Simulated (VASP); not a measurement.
The system is Ba3TaH9.

```
Ba Ta H
1.0
     6.44391    0.00000    0.00000
    -3.22195    5.58059    0.00000
     0.00000    0.00000    8.11933
Ba Ta H
3 1 9
Direct
  0.66667 0.33333 0.66667
  0.00000 0.00000 0.00000
  0.33333 0.66667 0.33333
  0.00000 0.00000 0.50000
  0.16667 0.33333 0.66667
  0.66667 0.83333 0.66667
  0.16667 0.83333 0.66667
  0.50000 0.00000 0.00000
  0.00000 0.50000 0.00000
  0.50000 0.50000 0.00000
  0.83333 0.66667 0.33333
  0.33333 0.16667 0.33333
  0.83333 0.16667 0.33333
```

* Program: VASP 6.6.1
* Task: relaxation of cell and atoms
* Functional: PBE
* Potentials or basis: VASP PAW PBE potentials, release 64 (Ba_sv, Ta_pv, H)
* Cutoff: 600 eV
* k mesh: 3 × 3 × 2
* Occupations: gaussian, width 0.1 eV
* Spin: no spin polarisation

At the start: pressure -8.9 GPa; volume 22.46 Å³/atom.

Problem. Where does the relaxation end?

Solution. Over 11 steps the energy falls by 374.1 meV/atom and the volume is 16.23 Å³/atom (-27.7 %); space group P-3m1 (No. 164, to 0.1 Å) before and after.

The path:
| step | energy change (eV) | largest force (eV/Å) | pressure (GPa) | volume (Å³) |
| --- | --- | --- | --- | --- |
| 1 | 0.0000 | 1.7162 | -8.85 | 291.98 |
| 2 | -3.2195 | 1.1940 | -6.12 | 242.60 |
| 3 | -4.3906 | 1.3117 | 0.10 | 206.16 |
| 4 | -4.3932 | 1.3217 | 0.76 | 203.74 |
| 5 | -4.5913 | 1.0485 | 0.86 | 203.58 |
| 6 | -4.7876 | 0.2898 | 1.98 | 202.99 |
| 7 | -4.8044 | 0.2318 | 1.59 | 203.15 |
| 8 | -4.8452 | 0.1550 | -0.49 | 211.00 |
| 9 | -4.8488 | 0.1099 | -0.05 | 209.20 |
| 10 | -4.8562 | 0.0662 | -0.05 | 209.74 |
| 11 | -4.8634 | 0.0338 | -0.01 | 210.96 |

Final structure:
```xyz
13
Lattice="5.8300 0.0000 0.0000 -2.9150 5.0489 0.0000 0.0000 0.0000 7.1668" Properties=species:S:1:pos:R:3 pbc="T T T"
Ba    2.9150    1.6830    5.1698
Ba    0.0000    0.0000    0.0000
Ba    0.0000    3.3659    1.9970
Ta    0.0000    0.0000    3.5834
H     0.0000    1.5594    4.6668
H     1.5645    4.2692    4.6668
H    -1.5645    4.2692    4.6668
H     2.9150    0.0000    0.0000
H    -1.4575    2.5245    0.0000
H     1.4575    2.5245    0.0000
H     2.9150    3.4895    2.5001
H     1.3505    0.7797    2.5001
H     4.4795    0.7797    2.5001
```

Caveat: the k points lie up to 0.44 Å⁻¹ apart in the final cell; the volume moved by over 15 % at a fixed basis, so the end points are rough.
